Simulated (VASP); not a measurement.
Crystal: Hf.

```
Hf
1.0
     3.19670    0.00000    0.00000
    -1.59835    2.76842    0.00000
     0.00000    0.00000    5.05780
Hf
2
Direct
  0.66667 0.33333 0.75000
  0.33333 0.66667 0.25000
```

| Property | Result |
| --- | --- |
| Program | VASP 6.6.1 |
| Task | relaxation of cell and atoms |
| Functional | revPBE |
| Potentials or basis | VASP PAW PBE potentials, release 64 (Hf_pv) |
| Cutoff | 600 eV |
| k mesh | 10 × 10 × 5 |
| Occupations | fermi-dirac, width 0.05 eV |
| Spin | no spin polarisation |

At the start: pressure 2.2 GPa; volume 22.38 Å³/atom.

Problem. Where does the relaxation end?

Solution. Over 5 steps the energy falls by 3.2 meV/atom and the volume is 22.84 Å³/atom (+2.0 %); space group P6_3/mmc (No. 194, to 0.1 Å) before and after.

The path:
| step | energy change (eV) | largest force (eV/Å) | pressure (GPa) | volume (Å³) |
| --- | --- | --- | --- | --- |
| 1 | 0.0000 | 0.0000 | 2.19 | 44.76 |
| 2 | 0.0016 | 0.0000 | -2.33 | 46.77 |
| 3 | -0.0063 | 0.0000 | -0.03 | 45.70 |
| 4 | -0.0063 | 0.0000 | 0.01 | 45.68 |
| 5 | -0.0064 | 0.0000 | 0.04 | 45.68 |

Final structure:
```
Hf
1.0
     3.22211    0.00000    0.00000
    -1.61105    2.79043    0.00000
     0.00000    0.00000    5.08007
Hf
2
Direct
  0.66667 0.33333 0.75000
  0.33333 0.66667 0.25000
```

Caveat: the PAW data sets were made with another functional, which shifts forces and pressure a little.
